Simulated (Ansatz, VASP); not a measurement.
**MgS in VASP and in Ansatz**

```
Mg S
1.0
     0.00000    2.77309    2.77309
     2.77309    0.00000    2.77309
     2.77309    2.77309    0.00000
Mg S
1 1
Direct
  0.00000 0.00000 0.00000
  0.25000 0.25000 0.25000
```

Alike in both runs: task single point; functional r2SCAN; k mesh 6 × 6 × 6; no spin polarisation.

|  | VASP | Ansatz |
| --- | --- | --- |
| version | VASP 6.6.1 | Ansatz 0.2.0 |
| potentials or method | VASP PAW PBE potentials, release 64 (Mg_sv, S) | plane waves, PAW |
| plane-wave cutoff (eV) | 920 | 500 |
| occupations | gaussian, width 0.01 eV | fixed |
| valence electrons in the cell | 16 | 16 |

|  | VASP | Ansatz | Ansatz less VASP |
| --- | --- | --- | --- |
| gap on the k mesh at the Fermi level (eV) | 4.27 | 4.27 | -0.004 |
| pressure (GPa) | 4.3 | 4.2 | -0.12 |

VASP's potentials were made for PBE, not for r2SCAN.
